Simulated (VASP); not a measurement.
# GaSb (sol): single point with PBEsol

The system is GaSb (sol).

```
CELL_PARAMETERS angstrom
0.00000 3.05595 3.05595
3.05595 0.00000 3.05595
3.05595 3.05595 0.00000
ATOMIC_POSITIONS crystal
Ga 0.00000 0.00000 0.00000
Sb 0.25000 0.25000 0.25000
```

```yaml
Program: VASP 6.6.1
Task: single point
Functional: PBEsol
Potentials_or_basis: VASP PAW PBE potentials, release 64 (Ga_d, Sb)
Cutoff: 520 eV
k_mesh: 12 × 12 × 12
Occupations: gaussian, width 0.1 eV
Spin: no spin polarisation
```

| Quantity | Value |
| --- | --- |
| Pressure | 0.1 GPa |

Levels at points of the mesh, in eV from the Fermi level:
| k point | band 6 | band 7 | band 8 | band 9 | band 10 | band 11 | band 12 | band 13 |
| --- | --- | --- | --- | --- | --- | --- | --- | --- |
| (0.00, 0.00, 0.00) | -11.58 | -0.06 | -0.06 | -0.06 | -0.05 | 2.70 | 2.70 | 2.70 |
| (0.50, 0.00, 0.00) | -9.94 | -6.47 | -1.22 | -1.22 | 0.30 | 3.66 | 3.66 | 6.26 |
| (0.50, 0.50, 0.00) | -9.11 | -6.90 | -2.66 | -2.66 | 0.78 | 1.10 | 8.63 | 8.63 |

It took 120 s on 1 thread of AMD EPYC 7R13, with other jobs on the host, peak memory 0.19 GiB.

Caveat: the PAW data sets were made with another functional, which shifts forces and pressure a little; spin-orbit coupling is left out, which moves the levels of the heavy elements.
